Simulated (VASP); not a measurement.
Here is a VASP 6.6.1 calculation.

INCAR

```
SYSTEM = ZrB2
  PREC = Accurate
  ENCUT = 520
  EDIFF = 1E-7
  ISMEAR = -1
  SIGMA = 0.05
  LREAL = .False.
  LASPH = .True.
  NELM = 80
  ALGO = Normal
  ISIF = 2
  LWAVE = .False.
  LCHARG = .False.
  NBANDS = 16
```

Contents of KPOINTS:

```
regular mesh
0
Gamma
  12 12 9
  0 0 0
```

File POSCAR:

```
ZrB2
1.0
    3.1003898632      0.0000000000      0.0000000000
   -1.5501949316      2.6850163832      0.0000000000
    0.0000000000      0.0000000000      3.4481431027
Zr B
1 2
Direct
    0.0000000000      0.0000000000      0.0000000000
    0.3333333333      0.6666666667      0.5000000000
    0.6666666667      0.3333333333      0.5000000000
```

Potentials or basis: VASP PAW LDA potentials, release 64 (Zr_sv, B).

Run with:

```sh
$ cat potpaw_LDA.64/Zr_sv/POTCAR potpaw_LDA.64/B/POTCAR > POTCAR
$ mpirun -np 1 vasp_std > vasp.out
```

(1) What does it give for the pressure?

(2) Estimate the band gap on the k mesh.

Answers

(1) 9.6 GPa.

(2) zero (band 9 reaches 12.04 eV, above the bottom of band 10 at 10.69 eV).
